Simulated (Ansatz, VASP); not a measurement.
## In in VASP and in Ansatz

Contents of INCAR:

```
ALGO     = Normal         # electronic algorithm
EDIFF    = 1E-6           # SCF threshold, eV
ENCUT    = 520            # plane-wave cutoff, eV
GGA      = RP             # functional
ISIF     = 2              # what is computed and relaxed
ISMEAR   = -1             # smearing method
LASPH    = T              # aspherical terms in the spheres
LCHARG   = T              # write CHGCAR
LELF     = T              # ELF
LREAL    = F              # projectors in reciprocal space
LVHAR    = T            
LWAVE    = F              # write WAVECAR
NBANDS   = 20             # bands
NELM     = 60             # most SCF steps
PREC     = Accurate       # precision mode
SIGMA    = 0.1            # smearing width, eV
```

The input KPOINTS:

```
k-points
0
Gamma
  9 9 9
```

POSCAR

```
In
1.0
    0.0000000000      3.4351190494      3.4351190494
    3.4351190494      0.0000000000      3.4351190494
    3.4351190494      3.4351190494      0.0000000000
In
2
Direct
    0.1250000000      0.1250000000      0.1250000000
    0.8750000000      0.8750000000      0.8750000000
```

Input for Ansatz:

```yaml
crystal:
  lattice:
    - [0.0, 3.4351190494, 3.4351190494]
    - [3.4351190494, 0.0, 3.4351190494]
    - [3.4351190494, 3.4351190494, 0.0]
  atoms:
    - { symbol: In, position: [0.125, 0.125, 0.125] }
    - { symbol: In, position: [0.875, 0.875, 0.875] }
hamiltonian:
  xc: rpbe
  pseudopotentials:
    kind: paw
    azcp:
      In: "pseudopotentials/In.paw.azcp"
basis:
  ecutwfc: 420
  fft_grid_basis: typed
kpoints:
  mp_grid: { grid: [9, 9, 9], shift: [0, 0, 0] }
magnetization:
  spin_polarized: false
scf:
  occupations: { method: fermi_dirac, width: 0.1 }
  lower_state_search: "off"
output:
  stress: true
```

Alike in both runs: task single point; functional RPBE; k mesh 9 × 9 × 9; occupations fermi-dirac, width 0.1 eV; no spin polarisation.

|  | VASP | Ansatz |
| --- | --- | --- |
| version | VASP 6.6.1 | Ansatz 0.2.0 |
| potentials or method | VASP PAW PBE potentials, release 64 (In_d), cutoff 520 eV | plane waves (420 eV) with PAW, scalar-relativistic |
| valence electrons in the cell | 26 | 26 |

Ansatz gave:

- pressure (GPa): 0.0

Question: Which values does VASP return?

Answer: Pressure (GPa): -0.1.

VASP's potentials were made for PBE, not for RPBE.
